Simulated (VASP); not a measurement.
Set up this calculation in VASP 6.6.1, as the native input.

- Task: single point
- Functional: PBEsol
- Potentials or basis: VASP PAW PBE potentials, release 64 (Na_pv, H)
- Cutoff: 520 eV
- k mesh: 9 × 9 × 9
- Occupations: fermi-dirac, width 0.05 eV
- Spin: no spin polarisation
- Dipole correction: no
- Further INCAR settings: ALGO = Normal; EDIFF = 1e-06; NBANDS = 11

The structure of NaH lies in POSCAR:

```
NaH
1.0
    0.0000000000      2.4400000000      2.4400000000
    2.4400000000      0.0000000000      2.4400000000
    2.4400000000      2.4400000000      0.0000000000
Na H
1 1
Direct
    0.0000000000      0.0000000000      0.0000000000
    0.5000000000      0.5000000000      0.5000000000
```

One way to write it, as run:

INCAR

```
PREC = Accurate ; ENCUT = 520
EDIFF = 1E-6 ; ISMEAR = -1
SIGMA = 0.05 ; LREAL = False
LASPH = True ; NELM = 60
ALGO = Normal ; ISIF = 2
LWAVE = False ; LCHARG = True
GGA = PS ; LELF = True
LVHAR = True ; NBANDS = 11
```

KPOINTS

```
Automatic mesh
0
Gamma
  9 9 9
```

Potentials or basis: VASP PAW PBE potentials, release 64 (Na_pv, H).

The run is started by

```console
$ cat potpaw_PBE.64/Na_pv/POTCAR potpaw_PBE.64/H/POTCAR > POTCAR
$ mpirun -np 1 vasp_std > vasp.out
```

It gave:

The pressure is -1.2 GPa. The band gap on the k mesh is 3.82 eV, indirect (least direct gap 4.55 eV).

Caveat: the PAW data sets were made with another functional, which shifts forces and pressure a little.

Wall time 14 s on 1 thread of Intel(R) Xeon(R) Platinum 8259CL CPU @ 2.50GHz (Skylake/Cascade Lake), on a shared host, peak memory 0.15 GiB.
